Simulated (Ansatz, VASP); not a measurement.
# One calculation of GaP, two programs

The input INCAR:

```
  PREC = Accurate
  ENCUT = 500
  EDIFF = 1E-6
  ISMEAR = 0
  SIGMA = 0.02
  LREAL = F
  LASPH = T
  NELM = 120
  ALGO = Normal
  ISIF = 2
  LWAVE = F
  LCHARG = T
  GGA = CA
  LELF = T
  LVHAR = T
  NBANDS = 16
  GGA_COMPAT = F
```

Contents of KPOINTS:

```
regular mesh
0
Gamma
  10 10 10
```

Contents of POSCAR:

```
GaP
1.0
    0.0000000000      2.6957342107      2.6957342107
    2.6957342107      0.0000000000      2.6957342107
    2.6957342107      2.6957342107      0.0000000000
Ga P
1 1
Direct
    0.0000000000      0.0000000000      0.0000000000
    0.2500000000      0.2500000000      0.2500000000
```

Input for Ansatz:

```yaml
crystal:
  lattice:
    - [0.0, 2.6957342107, 2.6957342107]
    - [2.6957342107, 0.0, 2.6957342107]
    - [2.6957342107, 2.6957342107, 0.0]
  atoms:
    - { symbol: Ga, position: [0.0, 0.0, 0.0] }
    - { symbol: P, position: [0.25, 0.25, 0.25] }
basis:
  ecutwfc: 420
kpoints:
  mp_grid: { grid: [10, 10, 10] }
  band_path:
    path:
      - [[0.0, 0.0, 0.0], [-0.5, -0.5, 0.0], [-0.375, -0.375, 0.25]]
      - [[-0.375, 0.0, 0.375], [0.0, 0.0, 0.0], [0.0, 0.0, 0.5], [-0.5, -0.25, 0.25], [-0.5, -0.5, 0.0]]
    npoints: 10
hamiltonian:
  xc: lda
  pseudopotentials: { kind: paw, azcp: { folder: soft_1 } }
scf:
  occupations: { method: gaussian, width: 0.02 }
  n_extra_bands: 7
output:
  forces: true
  stress: true
  eigenvalues: true
```

Alike in both runs: task single point; functional LDA; k mesh 10 × 10 × 10; occupations gaussian, width 0.02 eV; no spin polarisation.

|  | VASP | Ansatz |
| --- | --- | --- |
| version | VASP 6.6.1 | Ansatz 0.2.0 |
| potentials or method | VASP PAW LDA potentials, release 64 (Ga_d, P), cutoff 500 eV | scalar-relativistic, plane waves, PAW |
| valence electrons in the cell | 18 | 18 |

```tsv
	VASP	Ansatz	Ansatz less VASP
gap on the k mesh at the Fermi level (eV)	1.40	1.40	-0.001
least direct gap on the mesh (eV)	1.91	1.88	-0.029
pressure (GPa)	0.1	0.0	-0.07
```

Ansatz warns that its potentials were made for another functional, while VASP's fit it. LDA's correlation is that of Perdew and Zunger in VASP and of Perdew and Wang (1992) in Ansatz.
